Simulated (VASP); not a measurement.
# PtF2 in VASP: a series of runs

Runs on PtF2. Level: PBE. Tasks: single point.

All numbers are computed with VASP 6.6.1; they aren't measurements. Logs are shortened: lines on timing, memory, paths and dates and some standing lists are left out, and cuts for length are marked.

## (1) The cell of the first run

It takes space group I4/mcm (No. 140, tetragonal). The conventional cell has a = 5.547 Å, b = 5.547 Å, c = 5.427 Å, α = 90.00°, β = 90.00°, γ = 90.00°. Pt (site symmetry 422) has 8 F at 2.38 Å and 2 Pt at 2.71 Å within 3.2 Å. Within 3.2 Å of F (site symmetry m2m) lie 4 Pt at 2.38 Å and 6 F at 2.71 to 2.77 Å.

The cell was generated, and may not be a known phase.

## (2) Single point, PBE, collinear spin

The input, INCAR:

```
PREC = Accurate
ENCUT = 600
EDIFF = 1E-6
ISMEAR = 0
SIGMA = 0.1
LREAL = F
LASPH = T
NELM = 200
ALGO = Normal
ISIF = 2
LWAVE = F
LCHARG = F
ISPIN = 2
MAGMOM = 1 1 0 0 0 0
LORBIT = 11
LMAXMIX = 4
GGA = PE
NBANDS = 37
GGA_COMPAT = F
```

The input, KPOINTS:

```
regular mesh
0
Gamma
  4 4 4
```

The input, POSCAR:

```
PtF2
1.0
   -2.7737410093      2.7737410093      2.7135767090
    2.7737410093     -2.7737410093      2.7135767090
    2.7737410093      2.7737410093     -2.7135767090
Pt F
2 4
Direct
    0.7500000000      0.7500000000      0.0000000000
    0.2500000000      0.2500000000      0.0000000000
    0.7514903379      0.2514903379      1.0029806757
    0.2485096621      0.7485096621     -0.0029806757
    0.7485096621      0.7514903379      0.5000000000
    0.2514903379      0.2485096621      0.5000000000
```

Potentials or basis: VASP PAW PBE potentials, release 64 (Pt, F).

The run is started by

```sh
$ cat potpaw_PBE.64/Pt/POTCAR potpaw_PBE.64/F/POTCAR > POTCAR
$ mpirun -np 1 vasp_std > vasp.out
```

OUTCAR:

```text
PREC = Accurate
   ENCUT = 600
   EDIFF = 1E-6
   ISMEAR = 0
   LREAL = F
   LASPH = T
   NELM = 200
   ISIF = 2
   ISPIN = 2
   LORBIT = 11
   GGA = PE

 ion  position               nearest neighbor table
   1  0.750  0.750  0.000-   3 2.38   4 2.38   6 2.38   6 2.38   5 2.38   5 2.38   3 2.38   4 2.38
                             2 2.71   2 2.71
   2  0.250  0.250  0.000-   3 2.38   4 2.38   5 2.38   5 2.38   6 2.38   6 2.38   4 2.38   3 2.38
                             1 2.71   1 2.71
   3  0.751  0.251  0.003-   1 2.38   2 2.38   1 2.38   2 2.38
   4  0.249  0.749  0.997-   1 2.38   2 2.38   1 2.38   2 2.38
   5  0.749  0.751  0.500-   2 2.38   2 2.38   1 2.38   1 2.38
   6  0.251  0.249  0.500-   1 2.38   1 2.38   2 2.38   2 2.38

  LATTYP: Found a body centered tetragonal cell.
 ALAT       =     5.5474820186
 C/A-ratio  =     0.9783093302

  Lattice vectors:

 A1 = (  -2.7737410093,   2.7737410093,   2.7135767090)
 A2 = (   2.7737410093,  -2.7737410093,   2.7135767090)
 A3 = (   2.7737410093,   2.7737410093,  -2.7135767090)

Analysis of symmetry for initial positions (statically):
=====================================================================
 Subroutine PRICEL returns:
 Original cell was already a primitive cell.

 Routine SETGRP: Setting up the symmetry group for a
 body centered tetragonal supercell.

 Subroutine GETGRP returns: Found 16 space group operations
 (whereof  8 operations were pure point group operations)
 out of a pool of 16 trial point group operations.

The static configuration has the point symmetry C_4h.
 The point group associated with its full space group is D_4h.

Analysis of symmetry for dynamics (positions and initial velocities):
=====================================================================
 Subroutine PRICEL returns:
 Original cell was already a primitive cell.

 Routine SETGRP: Setting up the symmetry group for a
 body centered tetragonal supercell.

 Subroutine GETGRP returns: Found 16 space group operations
 (whereof  8 operations were pure point group operations)
 out of a pool of 16 trial point group operations.

The dynamic configuration has the point symmetry C_4h.
 The point group associated with its full space group is D_4h.

Analysis of structural, dynamic, and magnetic symmetry:
=====================================================================
 Subroutine PRICEL returns:
 Original cell was already a primitive cell.

 Routine SETGRP: Setting up the symmetry group for a
 body centered tetragonal supercell.

 Subroutine GETGRP returns: Found 16 space group operations
 (whereof  8 operations were pure point group operations)
 out of a pool of 16 trial point group operations.

The overall configuration has the point symmetry C_4h.
 The point group associated with its full space group is D_4h.

 Subroutine INISYM returns: Found 16 space group operations
 (whereof  8 operations are pure point group operations),
 and found     1 'primitive' translations

----------------------------------------------------------------------------------------

                                     Primitive cell

  volume of cell :      83.5091

  direct lattice vectors                    reciprocal lattice vectors
    -2.773741009  2.773741009  2.713576709     0.000000000  0.180261963  0.184258657
     2.773741009 -2.773741009  2.713576709     0.180261963  0.000000000  0.184258657
     2.773741009  2.773741009 -2.713576709     0.180261963  0.180261963  0.000000000

  length of vectors
     4.769777451  4.769777451  4.769777451     0.257770495  0.257770495  0.254928913

  position of ions in fractional coordinates (direct lattice)
     0.750000000  0.750000000  0.000000000
     0.250000000  0.250000000  0.000000000
     0.751490338  0.251490338  0.002980676
     0.248509662  0.748509662  0.997019324
     0.748509662  0.751490338  0.500000000
     0.251490338  0.248509662  0.500000000

  ion indices of the primitive-cell ions
   primitive index   ion index
                 1           1
                 2           2
                 3           3
                 4           4
                 5           5
                 6           6

----------------------------------------------------------------------------------------

 KPOINTS: regular mesh

Automatic generation of k-mesh.
 Grid dimensions read from file:
 generate k-points for:    4    4    4

 Generating k-lattice:

  Cartesian coordinates                     Fractional coordinates (reciprocal lattice)
     0.000000000  0.045065491  0.046064664     0.250000000  0.000000000  0.000000000
     0.045065491  0.000000000  0.046064664     0.000000000  0.250000000  0.000000000
     0.045065491  0.045065491  0.000000000     0.000000000  0.000000000  0.250000000

  Length of vectors
     0.064442624  0.064442624  0.063732228

  Shift w.r.t. Gamma in fractional coordinates (k-lattice)
     0.000000000  0.000000000  0.000000000

 Subroutine IBZKPT returns following result:
 ===========================================

 Found     13 irreducible k-points:

 Following reciprocal coordinates:
            Coordinates               Weight
  0.000000  0.000000  0.000000      1.000000
  0.250000 -0.000000  0.000000      8.000000
  0.500000 -0.000000  0.000000      4.000000
  0.250000  0.250000  0.000000      8.000000
  0.500000  0.250000  0.000000     16.000000
 -0.250000  0.250000  0.000000      4.000000
  0.500000  0.500000  0.000000      2.000000
  0.250000  0.250000  0.250000      2.000000
 -0.250000  0.250000  0.250000      4.000000
  0.500000  0.500000  0.250000      4.000000
 -0.250000  0.500000  0.250000      8.000000
 -0.250000 -0.250000  0.250000      2.000000
  0.500000  0.500000  0.500000      1.000000
   k-points           NKPTS =     13   k-points in BZ     NKDIM =     13   number of bands    NBANDS=     37
   number of dos      NEDOS =    301   number of ions     NIONS =      6
   total plane-waves  NPLWV =  64000
   dimension x,y,z NGX =    40 NGY =   40 NGZ =   40
   dimension x,y,z NGXF=    80 NGYF=   80 NGZF=   80
   ions per type =               2   4
   NGX,Y,Z   is equivalent  to a cutoff of  13.94, 13.94, 13.94 a.u.
   NGXF,Y,Z  is equivalent  to a cutoff of  27.88, 27.88, 27.88 a.u.
 SYSTEM =  unknown system
   PREC   = accura    normal or accurate (medium, high low for compatibility)
   ISTART =      0    job   : 0-new  1-cont  2-samecut
   ICHARG =      2    charge: 1-file 2-atom 10-const
   ISPIN  =      2    spin polarized calculation?
   LNONCOLLINEAR =      F non collinear calculations
   LSORBIT =      F    spin-orbit coupling
   LASPH  =      T    aspherical Exc in radial PAW
   ENCUT  =  600.0 eV  44.10 Ry    6.64 a.u.   9.53  9.53  9.53*2*pi/ulx,y,z
   NELM   =    200;   NELMIN=  2; NELMDL= -5     # of ELM steps
   EDIFF  = 0.1E-05   stopping-criterion for ELM
   LREAL  =      F    real-space projection
[... 7 lines left out ...]
   TEBEG  =    0.0;   TEEND  =   0.0 temperature during run
   PSTRESS=    0.0 pullay stress
   NELECT =      48.0000    total number of electrons
   NUPDOWN=      -1.0000    fix difference up-down
   EMIN   =  10.00;   EMAX   =-10.00  energy-range for DOS
   EFERMI =   0.00;   METHOD = LEGACY
   ISMEAR =     0;   SIGMA  =   0.10  broadening in eV -4-tet -1-fermi 0-gaus
   EFERMI_NEDOS =   21; number of points for ismear=-14 and -15
   IALGO  =     38    algorithm
   IMIX   =      4    mixing-type and parameters
     AMIX     =   0.40;   BMIX     =  1.00
     AMIX_MAG =   1.60;   BMIX_MAG =  1.00
  volume/ion in A,a.u.               =      13.92        93.92
  Fermi-wavevector in a.u.,A,eV,Ry     =   1.361164  2.572228 25.208449  1.852769
  Thomas-Fermi vector in A             =   2.487764
   LORBIT       =     11    0 simple, 1 ext, 2 COOP (PROOUT), +10 PAW based schemes
   GGA     = PE    functional components
   LHFCALC =     F    Hartree Fock is set to
   AEXX    =    0.0000 exact exchange contribution
   IVDW    =     0    specifies the selected vdW correction
   LEPSILON=     F    determine dielectric tensor
   LRPA    =     F    only Hartree local field effects (RPA)
 spin polarized calculation
 Gauss-broadening in eV      SIGMA  =   0.10
  energy-cutoff  :      600.00
  volume of cell :       83.51
 maximum number of plane-waves:      2811
 NGX is ok and might be reduce to    40

 number of electron      47.9999979 magnetization       2.6092245

 Free energy of the ion-electron system (eV)
  ---------------------------------------------------
  ext. energy  EPLUGINS =         0.00000000
  ---------------------------------------------------
  free energy    TOTEN  =       -21.46162154 eV

  energy without entropy =      -21.43819112  energy(sigma->0) =      -21.44990633

 E-fermi :   2.7083     XC(G=0): -10.2935

 val. band max:        2.7051092632   @ k =   0.5000   0.2500   0.0000
 cond. band min:       2.7208594920   @ k =   0.0000   0.0000   0.0000
 fundamental gap:      0.0157502289
 Fermi energy:         2.7082526461

 spin component 1

 k-point     1 :       0.0000    0.0000    0.0000
  band No.  band energies     occupation
      1     -20.5240      1.00000
      2     -19.9561      1.00000
      3     -19.9138      1.00000
      4     -19.9138      1.00000
      5      -3.2135      1.00000
      6      -2.6986      1.00000
[... 28 lines left out ...]
     35      15.1496      0.00000
     36      18.1347      0.00000

 k-point     2 :       0.2500   -0.0000    0.0000
  band No.  band energies     occupation
      1     -20.4098      1.00000
      2     -19.9756      1.00000
      3     -19.9374      1.00000
      4     -19.9072      1.00000
      5      -3.6673      1.00000
      6      -3.4531      1.00000
[... 28 lines left out ...]
     35      16.3712      0.00000
     36      18.6487      0.00000
[... 388 lines left out ...]
     35      17.2248      0.00000
     36      18.2567      0.00000

 k-point    13 :       0.5000    0.5000    0.5000
  band No.  band energies     occupation
      1     -20.1258      1.00000
      2     -20.1258      1.00000
      3     -20.0780      1.00000
      4     -19.6239      1.00000
      5      -5.5236      1.00000
      6      -4.2147      1.00000
[... 28 lines left out ...]
     35      16.4688      0.00000
     36      18.6343      0.00000
 Fermi energy:         2.7082526461

 spin component 2

 k-point     1 :       0.0000    0.0000    0.0000
  band No.  band energies     occupation
      1     -20.2652      1.00000
      2     -19.6829      1.00000
      3     -19.6416      1.00000
      4     -19.6416      1.00000
      5      -2.9336      1.00000
      6      -2.4340      1.00000
[... 28 lines left out ...]
     35      15.3888      0.00000
     36      18.1863      0.00000

 k-point     2 :       0.2500   -0.0000    0.0000
  band No.  band energies     occupation
      1     -20.1492      1.00000
      2     -19.7056      1.00000
      3     -19.6649      1.00000
      4     -19.6356      1.00000
      5      -3.3576      1.00000
      6      -3.1481      1.00000
[... 28 lines left out ...]
     35      16.5354      0.00000
     36      18.6981      0.00000
[... 388 lines left out ...]
     35      17.4697      0.00000
     36      18.5703      0.00000

 k-point    13 :       0.5000    0.5000    0.5000
  band No.  band energies     occupation
      1     -19.8602      1.00000
      2     -19.8602      1.00000
      3     -19.8128      1.00000
      4     -19.3483      1.00000
      5      -5.2491      1.00000
      6      -3.7998      1.00000
[... 28 lines left out ...]
     35      16.4882      0.00000
     36      18.8058      0.00000
 [bands above 36 left out]

------------------------ aborting loop because EDIFF is reached ----------------------------------------

  FORCE on cell =-STRESS in cart. coord.  units (eV):
  Direction    XX          YY          ZZ          XY          YZ          ZX
  --------------------------------------------------------------------------------------
  -------------------------------------------------------------------------------------
  Total       -0.4584367     -0.4584367     -0.2929787      0.0000000      0.0000000      0.0000000
  in kB       -8.7954096     -8.7954096     -5.6209883      0.0000000      0.0000000      0.0000000
  external PRESSURE =      -7.7372692 kB  Pullay stress =       0.0000000 kB

 VOLUME and BASIS-vectors are now :
 -----------------------------------------------------------------------------
  energy-cutoff  :      600.00
  volume of cell :       83.51
      direct lattice vectors                 reciprocal lattice vectors
    -2.773741009  2.773741009  2.713576709     0.000000000  0.180261963  0.184258657
     2.773741009 -2.773741009  2.713576709     0.180261963  0.000000000  0.184258657
     2.773741009  2.773741009 -2.713576709     0.180261963  0.180261963  0.000000000

 POSITION                                       TOTAL-FORCE (eV/Angst)
 -----------------------------------------------------------------------------------
      0.00000      0.00000      4.07037         0.000000     -0.000000     -0.000000
      0.00000      0.00000      1.35679         0.000000      0.000000     -0.000000
     -1.37860      1.39514      2.71358        -0.006793     -0.006793     -0.000000
      4.15234      1.37860     -0.00000         0.006793      0.006793      0.000000
      1.39514      1.37860      2.71358        -0.006793      0.006793     -0.000000
      1.37860      1.39514      0.00000         0.006793     -0.006793      0.000000
 -----------------------------------------------------------------------------------
    total drift:                                0.000000      0.000000     -0.000000

  FREE ENERGIE OF THE ION-ELECTRON SYSTEM (eV)
  ---------------------------------------------------
  free  energy   TOTEN  =       -21.4616215431 eV

  energy  without entropy=      -21.4381911154  energy(sigma->0) =      -21.44990633

 total charge

# of ion       s       p       d       tot
------------------------------------------
    1        0.370   0.293   7.919   8.582
    2        0.370   0.293   7.919   8.582
    3        1.750   4.233   0.000   5.983
    4        1.750   4.233   0.000   5.983
    5        1.750   4.233   0.000   5.983
    6        1.750   4.233   0.000   5.983
--------------------------------------------------
tot          7.739  17.518  15.837  41.095

 magnetization (x)

# of ion       s       p       d       tot
------------------------------------------
    1        0.007   0.002   0.995   1.004
    2        0.007   0.002   0.995   1.004
    3        0.002   0.137   0.000   0.139
    4        0.002   0.137   0.000   0.139
    5        0.002   0.137   0.000   0.139
    6        0.002   0.137   0.000   0.139
--------------------------------------------------
tot          0.023   0.551   1.991   2.565
```

Run time: 1.8 min. Hardware: 1 thread of Intel Xeon 8259CL, shared host; peak memory 0.31 GiB.

What came out:

| Item | Value |
| --- | --- |
| Free energy | -21.4616 eV |
| Pressure | -0.8 GPa |
| Largest force | 0.010 eV/Å |
| Net moment | 2.61 μB per cell |
| Site moments | Pt +1.00; F +0.14 μB |
| Valence electrons inside the program's atomic spheres | Pt 8.58; F 5.98 |

Forces in eV/Å, atoms in the order of the input:
```
Pt   0.000  0.000  0.000
Pt   0.000  0.000  0.000
F   -0.007 -0.007  0.000
F    0.007  0.007  0.000
F   -0.007  0.007  0.000
F    0.007 -0.007  0.000
```

Levels at points of the mesh, in eV from the Fermi level:
Spin up:
```csv
k point,band 22,band 23,band 24,band 25,band 26,band 27,band 28,band 29,band 30,band 31
"(0.00, 0.00, 0.00)",-1.90,-1.83,-1.21,-1.21,-0.71,0.01,5.82,9.53,10.15,11.90
"(0.50, 0.00, 0.00)",-1.54,-1.23,-1.23,0.14,0.14,3.58,3.58,9.20,9.20,10.83
"(0.50, 0.50, 0.00)",-1.20,-1.06,-0.03,0.14,0.32,3.14,6.73,6.78,7.97,9.46
"(0.50, 0.50, 0.50)",0.18,0.20,0.20,0.27,0.31,4.87,6.23,7.29,7.80,7.80
```
Spin down:
| k point | band 21 | band 22 | band 23 | band 24 | band 25 | band 26 |
| --- | --- | --- | --- | --- | --- | --- |
| (0.00, 0.00, 0.00) | -1.50 | -1.00 | -0.91 | -0.39 | -0.39 | -0.15 |
| (0.50, 0.00, 0.00) | -0.92 | -0.92 | -0.63 | -0.63 | 0.90 | 0.90 |
| (0.50, 0.50, 0.00) | -0.65 | -0.59 | -0.38 | 0.72 | 0.82 | 0.96 |
| (0.50, 0.50, 0.50) | 0.73 | 0.88 | 0.88 | 0.88 | 0.99 | 1.08 |

Caveat: the k points lie up to 0.40 Å⁻¹ apart; spin-orbit coupling is left out, which moves the levels of the heavy elements.

## (3) Single point, PBE, collinear spin, zero start

This run uses another cell than the first one: it holds 3 atoms, not 6.

The input, INCAR:

```
SYSTEM = PtF2
PREC     = Accurate       ! precision mode
ENCUT    = 600            ! plane-wave cutoff, eV
EDIFF    = 1E-6           ! SCF threshold, eV
ISMEAR   = -1             ! smearing method
SIGMA    = 0.1            ! smearing width, eV
LREAL    = .False.        ! projectors in reciprocal space
LASPH    = .True.         ! aspherical terms in the spheres
NELM     = 200            ! most SCF steps
ALGO     = Normal         ! electronic algorithm
ISIF     = 2              ! what is computed and relaxed
LWAVE    = .False.        ! write WAVECAR
LCHARG   = .True.         ! write CHGCAR
ISPIN    = 2              ! spin polarisation
MAGMOM   = 0 0 0          ! initial moments
LORBIT   = 11             ! projections on sites
LMAXMIX  = 4              ! l up to which the mixer works
GGA      = PE             ! functional
LELF     = .True.         ! ELF
LVHAR    = .True.       
NBANDS   = 23             ! bands
GGA_COMPAT= .False.
```

The input, KPOINTS:

```
Automatic mesh
0
Gamma
  12 12 16
  0 0 0
```

The input, POSCAR:

```
PtF2
1.0
    3.9024007693      0.0000000000      0.0000000000
    0.0000000000      3.9024007693      0.0000000000
    0.0000000000      0.0000000000      2.6992695088
Pt F
1 2
Direct
    0.0000000000      0.0000000000      0.5000000000
    0.5000000000      0.0000000000      0.0000000000
    0.0000000000      0.5000000000      0.0000000000
```

Potentials or basis: VASP PAW PBE potentials, release 64 (Pt, F).

The run is started by

```sh
$ cat potpaw_PBE.64/Pt/POTCAR potpaw_PBE.64/F/POTCAR > POTCAR
$ mpirun -np 1 vasp_std > vasp.out
```

Wall time 4.8 min (1 thread of Intel Xeon 8259CL, shared host); peak memory 0.51 GiB.

Results (log left out):

| Property | Result |
| --- | --- |
| Free energy | -10.8072 eV |
| Pressure | -0.2 GPa |
| Band gap on the k mesh | zero (filled and empty bands overlap) |
| Net moment | 0.00 μB per cell |
| Valence electrons inside the program's atomic spheres | Pt 8.62; F 5.98 |

Stress tensor (GPa, compression positive):
```
-0.35  0.00  0.00
 0.00 -0.35  0.00
 0.00  0.00 -0.04
```

Levels at points of the mesh, in eV from the Fermi level:
Spin up:
```
           k point  band 8  band 9  band 10  band 11  band 12  band 13  band 14  band 15  band 16  band 17
(0.00, 0.00, 0.00)   -3.39   -3.22    -1.76    -1.47    -0.79    -0.79     0.17    10.15    12.26    12.26
(0.50, 0.00, 0.00)   -3.80   -3.38    -1.06    -0.91    -0.78     0.36     3.38     6.75    12.47    14.23
(0.50, 0.50, 0.00)   -3.40   -2.82    -0.61     0.36     0.36     0.58     5.14     7.89     7.89    10.84
(0.00, 0.00, 0.50)   -3.16   -1.31     0.53     0.53     0.62     0.67     6.33     7.58    11.41    11.41
(0.50, 0.00, 0.50)   -3.44   -1.88    -1.48    -1.01     0.47     0.65     7.10     8.12     9.47    13.14
(0.50, 0.50, 0.50)   -2.64   -2.46    -2.46    -1.73    -1.39    -0.42     6.14     9.71    11.89    12.60
```
Spin down:
```tsv
k point	band 9	band 10	band 11	band 12	band 13	band 14	band 15	band 16
(0.00, 0.00, 0.00)	-3.22	-1.76	-1.47	-0.79	-0.79	0.17	10.15	12.26
(0.50, 0.00, 0.00)	-3.38	-1.06	-0.91	-0.78	0.36	3.38	6.75	12.47
(0.50, 0.50, 0.00)	-2.82	-0.61	0.36	0.36	0.58	5.14	7.89	7.89
(0.00, 0.00, 0.50)	-1.31	0.53	0.53	0.62	0.67	6.33	7.58	11.41
(0.50, 0.00, 0.50)	-1.88	-1.48	-1.01	0.47	0.65	7.10	8.12	9.47
(0.50, 0.50, 0.50)	-2.46	-2.46	-1.73	-1.39	-0.42	6.14	9.71	11.89
```

Caveat: spin-orbit coupling is left out, which moves the levels of the heavy elements.
